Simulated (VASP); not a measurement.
# ZnAu (Pm-3m) in VASP: a series of runs, part 2 of 2

VASP 6.6.1.

## (4) Single point, r2SCAN

This run uses another cell than the first one, of 16.53 Å³/atom.

Input file POSCAR:

```
ZnAu
1.0
    3.2097338100      0.0000000000      0.0000000000
    0.0000000000      3.2097338100      0.0000000000
    0.0000000000      0.0000000000      3.2097338100
Zn Au
1 1
Direct
    0.5000000000      0.5000000000      0.5000000000
    0.0000000000      0.0000000000      0.0000000000
```

Input file INCAR.step1:

```
PREC = Accurate
ENCUT = 520
ISMEAR = -1
SIGMA = 0.1
LREAL = F
LASPH = T
NELM = 80
NBANDS = 18
GGA = PE
ALGO = Normal
EDIFF = 1E-4
LWAVE = T
LCHARG = F
```

Input file INCAR.step2:

```
PREC = Accurate
ENCUT = 520
EDIFF = 1E-7
ISMEAR = -1
SIGMA = 0.1
LREAL = F
LASPH = T
NELM = 80
ALGO = Normal
ISIF = 2
LWAVE = F
LCHARG = T
METAGGA = R2SCAN
LMIXTAU = T
LELF = T
LVHAR = T
NBANDS = 18
ISTART = 1
```

Input file KPOINTS:

```
Automatic mesh
0
Gamma
  11 11 11
```

Potentials or basis: VASP PAW PBE potentials, release 64 (Zn, Au).

Started as:

```
> cat potpaw_PBE.64/Zn/POTCAR potpaw_PBE.64/Au/POTCAR > POTCAR
> cp INCAR.step1 INCAR
> mpirun -np 1 vasp_std > vasp.out
> cp INCAR.step2 INCAR
> mpirun -np 1 vasp_std > vasp.out
```

OUTCAR:

```text
PREC = Accurate
   ENCUT = 520
   EDIFF = 1E-7
   ISMEAR = -1
   LREAL = F
   LASPH = T
   NELM = 80
   ISIF = 2
   METAGGA = R2SCAN
   ISTART = 1

 ion  position               nearest neighbor table
   1  0.500  0.500  0.500-   2 2.78   2 2.78   2 2.78   2 2.78   2 2.78   2 2.78   2 2.78   2 2.78

   2  0.000  0.000  0.000-   1 2.78   1 2.78   1 2.78   1 2.78   1 2.78   1 2.78   1 2.78   1 2.78

  LATTYP: Found a simple cubic cell.
 ALAT       =     3.2097338100

  Lattice vectors:

 A1 = (   3.2097338100,   0.0000000000,   0.0000000000)
 A2 = (   0.0000000000,   3.2097338100,   0.0000000000)
 A3 = (   0.0000000000,   0.0000000000,   3.2097338100)

Analysis of symmetry for initial positions (statically):
=====================================================================
 Subroutine PRICEL returns:
 Original cell was already a primitive cell.

 Routine SETGRP: Setting up the symmetry group for a
 simple cubic supercell.

 Subroutine GETGRP returns: Found 48 space group operations
 (whereof 48 operations were pure point group operations)
 out of a pool of 48 trial point group operations.

The static configuration has the point symmetry O_h .
[... 158 lines left out ...]

  energy without entropy =      -59.89165575  energy(sigma->0) =      -59.89891172

 E-fermi :   6.2447     XC(G=0): -13.0328

 val. band max:        6.1269795256   @ k =   0.3636   0.2727   0.0909
 cond. band min:       6.3079596537   @ k =   0.3636   0.3636   0.0909
 fundamental gap:      0.1809801281
 Fermi energy:         6.2447087157

 k-point     1 :       0.0000    0.0000    0.0000
  band No.  band energies     occupation
      1      -4.1814      2.00000
      2      -1.9592      2.00000
      3      -1.9592      2.00000
      4      -1.3884      2.00000
      5      -1.3884      2.00000
      6      -1.3884      2.00000
[... 481 lines left out ...]
      5      -1.4206      2.00000
      6      -1.2946      2.00000
[... 10 lines left out ...]
     17      19.9015      0.00000
     18      21.4879      0.00000

 [... further k-points ...]

------------------------ aborting loop because EDIFF is reached ----------------------------------------

  FORCE on cell =-STRESS in cart. coord.  units (eV):
  Direction    XX          YY          ZZ          XY          YZ          ZX
  --------------------------------------------------------------------------------------
  -------------------------------------------------------------------------------------
  Total       -1.3299950     -1.3299950     -1.3299950      0.0000000      0.0000000      0.0000000
  in kB      -64.4397045    -64.4397045    -64.4397045      0.0000000      0.0000000      0.0000000
  external PRESSURE =     -64.4397045 kB  Pullay stress =       0.0000000 kB

 VOLUME and BASIS-vectors are now :
 -----------------------------------------------------------------------------
  energy-cutoff  :      520.00
  volume of cell :       33.07
      direct lattice vectors                 reciprocal lattice vectors
     3.209733810  0.000000000  0.000000000     0.311552315  0.000000000  0.000000000
     0.000000000  3.209733810  0.000000000     0.000000000  0.311552315  0.000000000
     0.000000000  0.000000000  3.209733810     0.000000000  0.000000000  0.311552315

 POSITION                                       TOTAL-FORCE (eV/Angst)
 -----------------------------------------------------------------------------------
      1.60487      1.60487      1.60487         0.000000      0.000000      0.000000
      0.00000      0.00000      0.00000         0.000000      0.000000      0.000000
 -----------------------------------------------------------------------------------
    total drift:                                0.000000      0.000000     -0.000000

  FREE ENERGIE OF THE ION-ELECTRON SYSTEM (eV)
  ---------------------------------------------------
  free  energy   TOTEN  =       -59.9061676854 eV

  energy  without entropy=      -59.8916557482  energy(sigma->0) =      -59.89891172
```

OUTCAR.step1:

```text
PREC = Accurate
   ENCUT = 520
   ISMEAR = -1
   LREAL = F
   LASPH = T
   NELM = 80
[... 724 lines left out ...]
 -----------------------------------------------------------------------------------
      1.60487      1.60487      1.60487         0.000000      0.000000      0.000000
      0.00000      0.00000      0.00000         0.000000      0.000000      0.000000
 -----------------------------------------------------------------------------------
    total drift:                                0.000000      0.000000     -0.000000

  FREE ENERGIE OF THE ION-ELECTRON SYSTEM (eV)
  ---------------------------------------------------
  free  energy   TOTEN  =        -4.7530098971 eV

  energy  without entropy=       -4.7371027108  energy(sigma->0) =       -4.74505630
```

OSZICAR.step1:

```text
N       E                     dE             d eps       ncg     rms          rms(c)
DAV:   1     0.133303922311E+03    0.13330E+03   -0.11437E+04  2072   0.162E+03
DAV:   2     0.523993098757E+00   -0.13278E+03   -0.12636E+03  2052   0.317E+02
DAV:   3    -0.513163625663E+01   -0.56556E+01   -0.56096E+01  2256   0.704E+01
DAV:   4    -0.518105491954E+01   -0.49419E-01   -0.49402E-01  2210   0.580E+00
DAV:   5    -0.518158206481E+01   -0.52715E-03   -0.52714E-03  2162   0.644E-01    0.728E+00
DAV:   6    -0.478348457237E+01    0.39810E+00   -0.11989E+00  2180   0.120E+01    0.477E+00
DAV:   7    -0.476087293043E+01    0.22612E-01   -0.26326E-02  2698   0.326E+00    0.262E+00
DAV:   8    -0.475298777144E+01    0.78852E-02   -0.10514E-02  2108   0.104E+00    0.174E-01
DAV:   9    -0.475300989708E+01   -0.22126E-04   -0.36390E-04  2044   0.240E-01
   1 F= -.47530099E+01 E0= -.47450563E+01  d E =-.159072E-01
```

Run time: 79 s. Hardware: 1 thread of Intel Xeon 8259CL, shared host; peak memory 0.17 GiB.

What came out:

```
Free energy            : -59.9062 eV
Pressure               : -6.4 GPa
Band gap on the k mesh : zero (an odd number of electrons rules out a gap without spin polarisation)
```

Caveat: the cell stands under tension; the PAW data sets were made with another functional, which shifts forces and pressure a little; spin-orbit coupling is left out, which moves the levels of the heavy elements.

## (5) Summary

```tsv
cell	gap on the mesh (eV)	pressure (GPa)
a = 3.169 Å, 2 atoms	none	-2.2
a = 3.189 Å, 2 atoms	none	-4.5
a = 3.210 Å, 2 atoms	none	-6.4
```

Alike in all rows: task single point; level r2SCAN; potentials or basis VASP PAW PBE potentials, release 64 (Zn, Au); no spin polarisation; k mesh 11 × 11 × 11; cutoff (eV) 520; smearing fermi-dirac 0.1 eV.

Caveats: the PAW data sets were made with another functional, which shifts forces and pressure a little; spin-orbit coupling is left out, which moves the levels of the heavy elements; the cell stands under tension (at least some runs).

Absolute energies hang on the potentials; compare differences alone.
